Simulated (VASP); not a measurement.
# ScAl in VASP: further runs

Runs on ScAl. Level: r2SCAN. Tasks: single point.

All numbers are computed with VASP 6.6.1; they aren't measurements. Logs are shortened: lines on timing, memory, paths and dates and some standing lists are left out, and cuts for length are marked.

### 1 The cell of the first run

It takes space group Pm-3m (No. 221, cubic). Conventional cell: a = 3.369 Å, b = 3.369 Å, c = 3.369 Å, α = 90.00°, β = 90.00°, γ = 90.00°. Within 3.8 Å of Sc (site symmetry m-3m) lie 8 Al at 2.92 Å and 6 Sc at 3.37 Å. Al (site symmetry m-3m) has 8 Sc at 2.92 Å and 6 Al at 3.37 Å within 3.8 Å.

### 2 Single point, r2SCAN

The input, POSCAR:

```
ScAl
1.0
    3.3690951251      0.0000000000      0.0000000000
    0.0000000000      3.3690951251      0.0000000000
    0.0000000000      0.0000000000      3.3690951251
Sc Al
1 1
Direct
    0.5000000000      0.5000000000      0.5000000000
    0.0000000000      0.0000000000      0.0000000000
```

The input, INCAR.step1:

```
ALGO = Normal ; EDIFF = 1E-4
ENCUT = 520 ; GGA = PE
ISMEAR = 0 ; LASPH = T
LCHARG = F ; LREAL = F
LWAVE = T ; NBANDS = 14
NELM = 100 ; PREC = Accurate
SIGMA = 0.1
```

The input, INCAR.step2:

```
ALGO = Normal ; EDIFF = 1E-6
ENCUT = 520 ; ISIF = 2
ISMEAR = 0 ; ISTART = 1
LASPH = T ; LCHARG = T
LELF = T ; LMIXTAU = T
LREAL = F ; LVHAR = T
LWAVE = F ; METAGGA = R2SCAN
NBANDS = 14 ; NELM = 100
PREC = Accurate ; SIGMA = 0.1
```

The input, KPOINTS:

```
k-points
0
Gamma
  16 16 16
```

Potentials or basis: VASP PAW PBE potentials, release 64 (Sc_sv, Al).

Run with:

```bash
> cat potpaw_PBE.64/Sc_sv/POTCAR potpaw_PBE.64/Al/POTCAR > POTCAR
> cp INCAR.step1 INCAR
> mpirun -np 1 vasp_std > vasp.out
> cp INCAR.step2 INCAR
> mpirun -np 1 vasp_std > vasp.out
```

OUTCAR:

```text
EDIFF = 1E-6
   ENCUT = 520
   ISIF = 2
   ISMEAR = 0
   ISTART = 1
   LASPH = T
   LREAL = F
   METAGGA = R2SCAN
   NELM = 100
   PREC = Accurate

 ion  position               nearest neighbor table
   1  0.500  0.500  0.500-   2 2.92   2 2.92   2 2.92   2 2.92   2 2.92   2 2.92   2 2.92   2 2.92

   2  0.000  0.000  0.000-   1 2.92   1 2.92   1 2.92   1 2.92   1 2.92   1 2.92   1 2.92   1 2.92

  LATTYP: Found a simple cubic cell.
 ALAT       =     3.3690951251

  Lattice vectors:

 A1 = (   3.3690951251,   0.0000000000,   0.0000000000)
 A2 = (   0.0000000000,   3.3690951251,   0.0000000000)
 A3 = (   0.0000000000,   0.0000000000,   3.3690951251)

Analysis of symmetry for initial positions (statically):
=====================================================================
 Subroutine PRICEL returns:
 Original cell was already a primitive cell.

 Routine SETGRP: Setting up the symmetry group for a
 simple cubic supercell.

 Subroutine GETGRP returns: Found 48 space group operations
 (whereof 48 operations were pure point group operations)
 out of a pool of 48 trial point group operations.

The static configuration has the point symmetry O_h .

Analysis of symmetry for dynamics (positions and initial velocities):
=====================================================================
 Subroutine PRICEL returns:
 Original cell was already a primitive cell.

 Routine SETGRP: Setting up the symmetry group for a
 simple cubic supercell.

 Subroutine GETGRP returns: Found 48 space group operations
 (whereof 48 operations were pure point group operations)
 out of a pool of 48 trial point group operations.

The dynamic configuration has the point symmetry O_h .

 Subroutine INISYM returns: Found 48 space group operations
 (whereof 48 operations are pure point group operations),
 and found     1 'primitive' translations

----------------------------------------------------------------------------------------

                                     Primitive cell

  volume of cell :      38.2419

  direct lattice vectors                    reciprocal lattice vectors
     3.369095125  0.000000000  0.000000000     0.296815603  0.000000000  0.000000000
     0.000000000  3.369095125  0.000000000     0.000000000  0.296815603  0.000000000
     0.000000000  0.000000000  3.369095125     0.000000000  0.000000000  0.296815603

  length of vectors
     3.369095125  3.369095125  3.369095125     0.296815603  0.296815603  0.296815603

  position of ions in fractional coordinates (direct lattice)
     0.500000000  0.500000000  0.500000000
     0.000000000  0.000000000  0.000000000

  ion indices of the primitive-cell ions
   primitive index   ion index
                 1           1
                 2           2

----------------------------------------------------------------------------------------

 KPOINTS: k-points

Automatic generation of k-mesh.
 Grid dimensions read from file:
 generate k-points for:   16   16   16

 Generating k-lattice:

  Cartesian coordinates                     Fractional coordinates (reciprocal lattice)
     0.018550975  0.000000000  0.000000000     0.062500000  0.000000000  0.000000000
     0.000000000  0.018550975  0.000000000     0.000000000  0.062500000  0.000000000
     0.000000000  0.000000000  0.018550975     0.000000000  0.000000000  0.062500000

  Length of vectors
     0.018550975  0.018550975  0.018550975

  Shift w.r.t. Gamma in fractional coordinates (k-lattice)
     0.000000000  0.000000000  0.000000000

 Subroutine IBZKPT returns following result:
 ===========================================

 Found    165 irreducible k-points:

 Following reciprocal coordinates:
            Coordinates               Weight
  0.000000  0.000000  0.000000      1.000000
  0.062500  0.000000  0.000000      6.000000
  0.125000  0.000000  0.000000      6.000000
  0.187500  0.000000  0.000000      6.000000
  0.250000  0.000000  0.000000      6.000000
  0.312500  0.000000  0.000000      6.000000
[... 16 lines left out ...]
  0.437500  0.125000  0.000000     24.000000
  0.500000  0.125000  0.000000     12.000000
 [... further k-points ...]
   k-points           NKPTS =    165   k-points in BZ     NKDIM =    165   number of bands    NBANDS=     14
   number of dos      NEDOS =    301   number of ions     NIONS =      2
   total plane-waves  NPLWV =  21952
   dimension x,y,z NGX =    28 NGY =   28 NGZ =   28
   dimension x,y,z NGXF=    56 NGYF=   56 NGZF=   56
   ions per type =               1   1
   NGX,Y,Z   is equivalent  to a cutoff of  13.82, 13.82, 13.82 a.u.
   NGXF,Y,Z  is equivalent  to a cutoff of  27.63, 27.63, 27.63 a.u.
 SYSTEM =  unknown system
   PREC   = accura    normal or accurate (medium, high low for compatibility)
   ISTART =      1    job   : 0-new  1-cont  2-samecut
   ICHARG =      0    charge: 1-file 2-atom 10-const
   ISPIN  =      1    spin polarized calculation?
   LNONCOLLINEAR =      F non collinear calculations
   LSORBIT =      F    spin-orbit coupling
   LASPH  =      T    aspherical Exc in radial PAW
   ENCUT  =  520.0 eV  38.22 Ry    6.18 a.u.   6.26  6.26  6.26*2*pi/ulx,y,z
   NELM   =    100;   NELMIN=  2; NELMDL=  0     # of ELM steps
   EDIFF  = 0.1E-05   stopping-criterion for ELM
   LREAL  =      F    real-space projection
   EDIFFG = 0.1E-04   stopping-criterion for IOM
   NSW    =      0    number of steps for IOM
   IBRION =     -1    ionic relax: 0-MD 1-quasi-New 2-CG
   NFREE  =      0    steps in history (QN), initial steepest desc. (CG)
   ISIF   =      2    stress and relaxation
   ISYM   =      2    0-nonsym 1-usesym 2-fastsym
   POTIM  = 0.5000    time-step for ionic-motion
   TEBEG  =    0.0;   TEEND  =   0.0 temperature during run
   PSTRESS=    0.0 pullay stress
   NELECT =      14.0000    total number of electrons
   NUPDOWN=      -1.0000    fix difference up-down
   EMIN   =  10.00;   EMAX   =-10.00  energy-range for DOS
   EFERMI =   0.00;   METHOD = LEGACY
   ISMEAR =     0;   SIGMA  =   0.10  broadening in eV -4-tet -1-fermi 0-gaus
   EFERMI_NEDOS =   21; number of points for ismear=-14 and -15
   IALGO  =     38    algorithm
   IMIX   =      4    mixing-type and parameters
     AMIX     =   0.40;   BMIX     =  1.00
     AMIX_MAG =   1.60;   BMIX_MAG =  1.00
  volume/ion in A,a.u.               =      19.12       129.03
  Fermi-wavevector in a.u.,A,eV,Ry     =   1.171128  2.213110 18.660934  1.371540
  Thomas-Fermi vector in A             =   2.307576
   LORBIT       =      0    0 simple, 1 ext, 2 COOP (PROOUT), +10 PAW based schemes
   METAGGA = R2SCAN    functional components
   LHFCALC =     F    Hartree Fock is set to
   AEXX    =    0.0000 exact exchange contribution
   IVDW    =     0    specifies the selected vdW correction
   LEPSILON=     F    determine dielectric tensor
   LRPA    =     F    only Hartree local field effects (RPA)
 non-spin polarized calculation
 Gauss-broadening in eV      SIGMA  =   0.10
  energy-cutoff  :      520.00
  volume of cell :       38.24
 maximum number of plane-waves:      1064
 NGX is ok and might be reduce to    28
   NGX = 13   NGY = 13   NGZ = 13

 number of electron      14.0000002 magnetization

 Free energy of the ion-electron system (eV)
  ---------------------------------------------------
  ext. energy  EPLUGINS =         0.00000000
  ---------------------------------------------------
  free energy    TOTEN  =       -19.06155066 eV

  energy without entropy =      -19.05783552  energy(sigma->0) =      -19.05969309

 E-fermi :   6.1661     XC(G=0): -11.0333

 val. band max:        6.1657892467   @ k =   0.4375   0.3750   0.0625
 cond. band min:       6.1766867802   @ k =   0.5000   0.3750   0.1250
 fundamental gap:      0.0108975335
 Fermi energy:         6.1661211818

 k-point     1 :       0.0000    0.0000    0.0000
  band No.  band energies     occupation
      1     -45.4462      2.00000
      2     -23.0576      2.00000
      3     -23.0576      2.00000
      4     -23.0576      2.00000
      5      -2.8917      2.00000
      6       5.4447      2.00000
      7       5.4447      2.00000
      8       9.1099      0.00000
      9       9.1099      0.00000
     10       9.1099      0.00000
     11      10.0315      0.00000
     12      10.0315      0.00000
     13      10.0315      0.00000
     14      15.0377      0.00000

 k-point     2 :       0.0625    0.0000    0.0000
  band No.  band energies     occupation
      1     -45.4456      2.00000
      2     -23.0649      2.00000
      3     -23.0569      2.00000
      4     -23.0569      2.00000
      5      -2.8325      2.00000
      6       5.3786      2.00000
      7       5.4760      2.00000
      8       8.8732      0.00000
      9       8.8732      0.00000
     10       9.1187      0.00000
     11       9.8652      0.00000
     12      10.3073      0.00000
     13      10.3073      0.00000
     14      14.9344      0.00000

 k-point     3 :       0.1250    0.0000    0.0000
  band No.  band energies     occupation
      1     -45.4439      2.00000
      2     -23.0857      2.00000
      3     -23.0551      2.00000
      4     -23.0551      2.00000
      5      -2.6565      2.00000
      6       5.1489      2.00000
      7       5.5678      2.00000
      8       8.4640      0.00000
      9       8.4640      0.00000
     10       9.1439      0.00000
     11       9.5420      0.00000
     12      10.8359      0.00000
     13      10.8359      0.00000
     14      14.6409      0.00000
[... 324 lines left out ...]
 k-point    23 :       0.4375    0.1250    0.0000
  band No.  band energies     occupation
      1     -45.4291      2.00000
      2     -23.2353      2.00000
      3     -23.0674      2.00000
      4     -23.0386      2.00000
      5      -0.1591      2.00000
      6       1.8681      2.00000
      7       6.3247      0.02493
      8       6.7471      0.00000
      9       7.1849      0.00000
     10       9.0452      0.00000
     11      10.1127      0.00000
     12      12.4536      0.00000
     13      13.5957      0.00000
     14      14.4753      0.00000

 k-point    24 :       0.5000    0.1250    0.0000
  band No.  band energies     occupation
      1     -45.4285      2.00000
      2     -23.2423      2.00000
      3     -23.0667      2.00000
      4     -23.0380      2.00000
      5       0.1748      2.00000
      6       1.4755      2.00000
      7       6.5353      0.00000
      8       6.5482      0.00000
      9       7.1435      0.00000
     10       9.0587      0.00000
     11      10.1887      0.00000
     12      12.4777      0.00000
     13      13.9465      0.00000
     14      14.4701      0.00000

 [... further k-points ...]
[... 5 lines left out ...]
  --------------------------------------------------------------------------------------
  -------------------------------------------------------------------------------------
  Total        0.0650661      0.0650661      0.0650661     -0.0000000      0.0000000     -0.0000000
  in kB        2.7259987      2.7259987      2.7259987     -0.0000000      0.0000000     -0.0000000
  external PRESSURE =       2.7259987 kB  Pullay stress =       0.0000000 kB

 VOLUME and BASIS-vectors are now :
 -----------------------------------------------------------------------------
  energy-cutoff  :      520.00
  volume of cell :       38.24
      direct lattice vectors                 reciprocal lattice vectors
     3.369095125  0.000000000  0.000000000     0.296815603  0.000000000  0.000000000
     0.000000000  3.369095125  0.000000000     0.000000000  0.296815603  0.000000000
     0.000000000  0.000000000  3.369095125     0.000000000  0.000000000  0.296815603

 POSITION                                       TOTAL-FORCE (eV/Angst)
 -----------------------------------------------------------------------------------
      1.68455      1.68455      1.68455         0.000000      0.000000      0.000000
      0.00000      0.00000      0.00000         0.000000      0.000000      0.000000
 -----------------------------------------------------------------------------------
    total drift:                                0.000000      0.000000      0.000000

  FREE ENERGIE OF THE ION-ELECTRON SYSTEM (eV)
  ---------------------------------------------------
  free  energy   TOTEN  =       -19.0615506596 eV

  energy  without entropy=      -19.0578355160  energy(sigma->0) =      -19.05969309
```

Run time: 1.9 min. Hardware: 1 thread of Intel Xeon 6975P-C (Granite Rapids), shared host; peak memory 0.23 GiB.

What came out:

| Quantity | Value |
| --- | --- |
| Free energy | -19.0616 eV |
| Pressure | 0.3 GPa |
| Band gap on the k mesh | zero (bands 7 and 8 overlap by 1.25 eV) |

Caveat: the PAW data sets were made with another functional, which shifts forces and pressure a little.

(Part 1 of 2 ends here.)
